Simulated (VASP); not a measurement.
# GaP (R-3m) in VASP: a series of runs

Runs on GaP. Level: PBE. Tasks: single point.

Everything below comes from runs of VASP 6.6.1. Logs are shortened: lines on timing, memory, paths and dates and some standing lists are left out, and cuts for length are marked.

## Step 1: The cell of the first run

It takes space group R-3m (No. 166, trigonal). The conventional cell has a = 4.127 Å, b = 4.127 Å, c = 18.927 Å, α = 90.00°, β = 90.00°, γ = 120.00°. Within 3.2 Å of Ga (site symmetry 3m) lie 1 Ga at 2.44 Å and 3 P at 2.53 Å. Within 2.9 Å of P (site symmetry 3m) lie 1 P at 2.18 Å and 3 Ga at 2.53 Å.

## Step 2: Single point, PBE (volume 23.270 Å^3 an atom, c/a of the conventional cell 4.5857)

INCAR

```
PREC = Accurate
ENCUT = 520
EDIFF = 1E-6
ISMEAR = 0
SIGMA = 0.05
LREAL = F
LASPH = T
NELM = 100
ALGO = Normal
ISIF = 2
LWAVE = F
LCHARG = F
GGA = PE
NBANDS = 26
```

KPOINTS

```
Automatic mesh
0
Gamma
  9 9 9
```

POSCAR

```
GaP
1.0
    2.0637184985      1.1914884306      6.3090626125
   -2.0637184985      1.1914884306      6.3090626125
    0.0000000000     -2.3829768613      6.3090626125
Ga P
2 2
Direct
    0.4355841032      0.4355841032      0.4355841032
    0.5644158968      0.5644158968      0.5644158968
    0.0575077006      0.0575077006      0.0575077006
    0.9424922994      0.9424922994      0.9424922994
```

Potentials or basis: VASP PAW PBE potentials, release 64 (Ga_d, P).

Started as:

```bash
> cat potpaw_PBE.64/Ga_d/POTCAR potpaw_PBE.64/P/POTCAR > POTCAR
> mpirun -np 1 vasp_std > vasp.out
```

OUTCAR:

```text
PREC = Accurate
   ENCUT = 520
   EDIFF = 1E-6
   ISMEAR = 0
   LREAL = F
   LASPH = T
   NELM = 100
   ISIF = 2
   GGA = PE

 ion  position               nearest neighbor table
   1  0.436  0.436  0.436-   2 2.44   3 2.53   3 2.53   3 2.53
   2  0.564  0.564  0.564-   1 2.44   4 2.53   4 2.53   4 2.53
   3  0.058  0.058  0.058-   4 2.18   1 2.53   1 2.53   1 2.53
   4  0.942  0.942  0.942-   3 2.18   2 2.53   2 2.53   2 2.53

  LATTYP: Found a trigonal (rhomboedric) cell.
 ALAT       =     6.7440974022
 COS(alpha) =     0.8127235183

  Lattice vectors:

 A1 = (   2.0637184985,   1.1914884306,   6.3090626125)
 A2 = (  -2.0637184985,   1.1914884306,   6.3090626125)
 A3 = (   0.0000000000,  -2.3829768613,   6.3090626125)

Analysis of symmetry for initial positions (statically):
=====================================================================
 Subroutine PRICEL returns:
 Original cell was already a primitive cell.

 Routine SETGRP: Setting up the symmetry group for a
 trigonal (rhombohedral) supercell.

 Subroutine GETGRP returns: Found 12 space group operations
 (whereof 12 operations were pure point group operations)
 out of a pool of 12 trial point group operations.

The static configuration has the point symmetry D_3d.

Analysis of symmetry for dynamics (positions and initial velocities):
=====================================================================
 Subroutine PRICEL returns:
 Original cell was already a primitive cell.

 Routine SETGRP: Setting up the symmetry group for a
 trigonal (rhombohedral) supercell.

 Subroutine GETGRP returns: Found 12 space group operations
 (whereof 12 operations were pure point group operations)
 out of a pool of 12 trial point group operations.

The dynamic configuration has the point symmetry D_3d.

 Subroutine INISYM returns: Found 12 space group operations
 (whereof 12 operations are pure point group operations),
 and found     1 'primitive' translations

----------------------------------------------------------------------------------------

                                     Primitive cell

  volume of cell :      93.0800

  direct lattice vectors                    reciprocal lattice vectors
     2.063718499  1.191488431  6.309062613     0.242281106  0.139881062  0.052834051
    -2.063718499  1.191488431  6.309062613    -0.242281106  0.139881062  0.052834051
[... 82 lines left out ...]
   ICHARG =      2    charge: 1-file 2-atom 10-const
   ISPIN  =      1    spin polarized calculation?
   LNONCOLLINEAR =      F non collinear calculations
   LSORBIT =      F    spin-orbit coupling
   LASPH  =      T    aspherical Exc in radial PAW
   ENCUT  =  520.0 eV  38.22 Ry    6.18 a.u.  12.54 12.54 12.54*2*pi/ulx,y,z
   NELM   =    100;   NELMIN=  2; NELMDL= -5     # of ELM steps
   EDIFF  = 0.1E-05   stopping-criterion for ELM
   LREAL  =      F    real-space projection
   EDIFFG = 0.1E-04   stopping-criterion for IOM
   NSW    =      0    number of steps for IOM
   IBRION =     -1    ionic relax: 0-MD 1-quasi-New 2-CG
   NFREE  =      0    steps in history (QN), initial steepest desc. (CG)
   ISIF   =      2    stress and relaxation
   ISYM   =      2    0-nonsym 1-usesym 2-fastsym
   POTIM  = 0.5000    time-step for ionic-motion
   TEBEG  =    0.0;   TEEND  =   0.0 temperature during run
   PSTRESS=    0.0 pullay stress
   NELECT =      36.0000    total number of electrons
   NUPDOWN=      -1.0000    fix difference up-down
   EMIN   =  10.00;   EMAX   =-10.00  energy-range for DOS
   EFERMI =   0.00;   METHOD = LEGACY
   ISMEAR =     0;   SIGMA  =   0.05  broadening in eV -4-tet -1-fermi 0-gaus
   EFERMI_NEDOS =   21; number of points for ismear=-14 and -15
   IALGO  =     38    algorithm
   IMIX   =      4    mixing-type and parameters
     AMIX     =   0.40;   BMIX     =  1.00
     AMIX_MAG =   1.60;   BMIX_MAG =  1.00
  volume/ion in A,a.u.               =      23.27       157.03
  Fermi-wavevector in a.u.,A,eV,Ry     =   1.192770  2.254009 19.357027  1.422701
  Thomas-Fermi vector in A             =   2.328801
   LORBIT       =      0    0 simple, 1 ext, 2 COOP (PROOUT), +10 PAW based schemes
   GGA     = PE    functional components
   LHFCALC =     F    Hartree Fock is set to
   AEXX    =    0.0000 exact exchange contribution
   IVDW    =     0    specifies the selected vdW correction
   LEPSILON=     F    determine dielectric tensor
   LRPA    =     F    only Hartree local field effects (RPA)
 non-spin polarized calculation
 Gauss-broadening in eV      SIGMA  =   0.05
  energy-cutoff  :      520.00
  volume of cell :       93.08
 maximum number of plane-waves:      2573
 NGX is ok and might be reduce to    50
   NGX = 25   NGY = 25   NGZ = 25

 number of electron      35.9999994 magnetization

 Free energy of the ion-electron system (eV)
  ---------------------------------------------------
  ext. energy  EPLUGINS =         0.00000000
  ---------------------------------------------------
  free energy    TOTEN  =       -17.42097166 eV

  energy without entropy =      -17.42097157  energy(sigma->0) =      -17.42097161

 E-fermi :   3.8440     XC(G=0):  -9.1968

 val. band max:        3.7078763015   @ k =   0.0000   0.0000   0.0000
 cond. band min:       3.9816306759   @ k =   0.2222   0.2222   0.2222
 fundamental gap:      0.2737543744
 Fermi energy:         3.8440408889

 k-point     1 :       0.0000    0.0000    0.0000
  band No.  band energies     occupation
      1     -11.0194      2.00000
      2     -10.8679      2.00000
      3     -10.8679      2.00000
      4     -10.8285      2.00000
      5     -10.8285      2.00000
      6     -10.7928      2.00000
[... 685 lines left out ...]
     25      11.5128      0.00000
     26      12.5402      0.00000

 [... further k-points ...]
[... 5 lines left out ...]
  --------------------------------------------------------------------------------------
  -------------------------------------------------------------------------------------
  Total       -4.6531356     -4.6531356      1.5432246      0.0000000     -0.0000000      0.0000000
  in kB      -80.0939878    -80.0939878     26.5633807      0.0000000     -0.0000000      0.0000000
  external PRESSURE =     -44.5415316 kB  Pullay stress =       0.0000000 kB

 VOLUME and BASIS-vectors are now :
 -----------------------------------------------------------------------------
  energy-cutoff  :      520.00
  volume of cell :       93.08
      direct lattice vectors                 reciprocal lattice vectors
     2.063718499  1.191488431  6.309062613     0.242281106  0.139881062  0.052834051
    -2.063718499  1.191488431  6.309062613    -0.242281106  0.139881062  0.052834051
     0.000000000 -2.382976861  6.309062613     0.000000000 -0.279762123  0.052834051

 POSITION                                       TOTAL-FORCE (eV/Angst)
 -----------------------------------------------------------------------------------
      0.00000     -0.00000      8.24438         0.000000      0.000000     -0.512400
      0.00000     -0.00000     10.68281         0.000000     -0.000000      0.512400
      0.00000     -0.00000      1.08846         0.000000     -0.000000      0.613760
      0.00000     -0.00000     17.83873         0.000000      0.000000     -0.613760
 -----------------------------------------------------------------------------------
    total drift:                                0.000000     -0.000000      0.000000

  FREE ENERGIE OF THE ION-ELECTRON SYSTEM (eV)
  ---------------------------------------------------
  free  energy   TOTEN  =       -17.4209716611 eV

  energy  without entropy=      -17.4209715650  energy(sigma->0) =      -17.42097161
```

It took 4.3 min on 1 thread of Intel Xeon 6975P-C (Granite Rapids), shared host; peak memory 0.44 GiB.

What came out:

- Free energy: -17.4210 eV
- Pressure: -4.5 GPa
- Largest force: 0.614 eV/Å
- Band gap on the k mesh: 0.27 eV, indirect (least direct gap 0.36 eV)

Forces on the atoms (eV/Å):
```
Ga   0.000  0.000 -0.512
Ga   0.000  0.000  0.512
P    0.000  0.000  0.614
P    0.000  0.000 -0.614
```

Stress tensor (GPa, compression positive):
```
-8.01  0.00  0.00
 0.00 -8.01  0.00
 0.00  0.00  2.66
```

Levels at points of the mesh, in eV from the valence-band top:
```tsv
k point	band 15	band 16	band 17	band 18	band 19	band 20	band 21	band 22
(0.00, 0.00, 0.00)	-2.00	-0.46	0.00	0.00	0.62	0.72	3.25	3.25
```

## Step 3: Single point, PBE (volume 23.270 Å^3 an atom, c/a of the conventional cell 4.9696)

INCAR

```
PREC = Accurate
ENCUT = 520
EDIFF = 1E-7
ISMEAR = 0
SIGMA = 0.05
LREAL = F
LASPH = T
NELM = 60
ALGO = Normal
ISIF = 2
LWAVE = F
LCHARG = F
GGA = PE
NBANDS = 26
```

KPOINTS is that of step 2.

POSCAR

```
GaP
1.0
    2.0091472865      1.1599817267      6.6564427524
   -2.0091472865      1.1599817267      6.6564427524
    0.0000000000     -2.3199634534      6.6564427524
Ga P
2 2
Direct
    0.4355841032      0.4355841032      0.4355841032
    0.5644158968      0.5644158968      0.5644158968
    0.0575077006      0.0575077006      0.0575077006
    0.9424922994      0.9424922994      0.9424922994
```

Potentials or basis: VASP PAW PBE potentials, release 64 (Ga_d, P).

Started as:

```bash
> cat potpaw_PBE.64/Ga_d/POTCAR potpaw_PBE.64/P/POTCAR > POTCAR
> mpirun -np 1 vasp_std > vasp.out
```

It took 7 min on 1 thread of Intel Xeon 6975P-C (Granite Rapids), shared host; peak memory 0.46 GiB.

It converged, with:

* Free energy: -17.5623 eV
* Pressure: -5.7 GPa
* Largest force: 0.237 eV/Å
* Band gap on the k mesh: 0.66 eV, direct

Forces on the atoms (eV/Å):
```
Ga   0.000  0.000 -0.113
Ga   0.000  0.000  0.113
P    0.000  0.000 -0.237
P    0.000  0.000  0.237
```

Stress tensor (GPa, compression positive):
```
-5.30  0.00  0.00
 0.00 -5.30  0.00
 0.00  0.00 -6.50
```

Levels at points of the mesh, in eV from the valence-band top:
| k point | band 15 | band 16 | band 17 | band 18 | band 19 | band 20 | band 21 | band 22 |
| --- | --- | --- | --- | --- | --- | --- | --- | --- |
| (0.00, 0.00, 0.00) | -1.59 | -0.36 | 0.00 | 0.00 | 0.66 | 1.08 | 2.67 | 3.63 |

## Step 4: Single point, PBE (volume 24.392 Å^3 an atom, c/a of the conventional cell 4.7738)

INCAR

```
  ALGO = Normal
  EDIFF = 1E-6
  ENCUT = 520
  GGA = PE
  ISIF = 2
  ISMEAR = 0
  LASPH = True
  LCHARG = True
  LELF = True
  LREAL = False
  LVHAR = True
  LWAVE = False
  NBANDS = 26
  NELM = 60
  PREC = Accurate
  SIGMA = 0.05
```

KPOINTS

```
k-points
0
Gamma
  9 9 9
```

POSCAR

```
GaP
1.0
    2.0684638704      1.1942281724      6.5829552163
   -2.0684638704      1.1942281724      6.5829552163
    0.0000000000     -2.3884563448      6.5829552163
Ga P
2 2
Direct
    0.4355841032      0.4355841032      0.4355841032
    0.5644158968      0.5644158968      0.5644158968
    0.0575077006      0.0575077006      0.0575077006
    0.9424922994      0.9424922994      0.9424922994
```

Started as:

```bash
> cat potpaw_PBE.64/Ga_d/POTCAR potpaw_PBE.64/P/POTCAR > POTCAR
> mpirun -np 1 vasp_std > vasp.out
```

Wall time 7.3 min (1 thread of Intel Xeon 6975P-C (Granite Rapids), shared host); peak memory 0.49 GiB.

It converged, with:

```
Free energy            : -17.3643 eV
Pressure               : -7.1 GPa
Largest force          : 0.281 eV/Å
Band gap on the k mesh : 0.38 eV, indirect (the least direct gap lies 1.0 meV higher)
```

Forces in eV/Å, atoms in the order of the input:
```
Ga   0.000  0.000 -0.281
Ga   0.000  0.000  0.281
P    0.000  0.000 -0.047
P    0.000  0.000  0.047
```

Stress tensor (GPa, compression positive):
```
-8.15  0.00  0.00
 0.00 -8.15  0.00
 0.00  0.00 -4.92
```

Levels at points of the mesh, in eV from the valence-band top:
```csv
k point,band 16,band 17,band 18,band 19,band 20,band 21
"(0.00, 0.00, 0.00)",-0.48,0.00,0.00,0.38,0.85,2.91
```

 A k mesh can miss the band edges.

## Step 5: Summary

| cell | gap on the mesh (eV) | pressure (GPa) | largest force (eV/Å) |
| --- | --- | --- | --- |
| a = 6.744 Å, angles 35.6°, 4 atoms | 0.27 | -4.5 | 0.61 |
| a = 7.049 Å, angles 33.1°, 4 atoms | 0.66 | -5.7 | 0.24 |
| a = 7.003 Å, angles 34.4°, 4 atoms | 0.38 | -7.1 | 0.28 |

Alike in all rows: task single point; level PBE; potentials or basis VASP PAW PBE potentials, release 64 (Ga_d, P); no spin polarisation; k mesh 9 × 9 × 9; cutoff (eV) 520; smearing gaussian 0.05 eV.

Absolute energies hang on the potentials; compare differences alone.
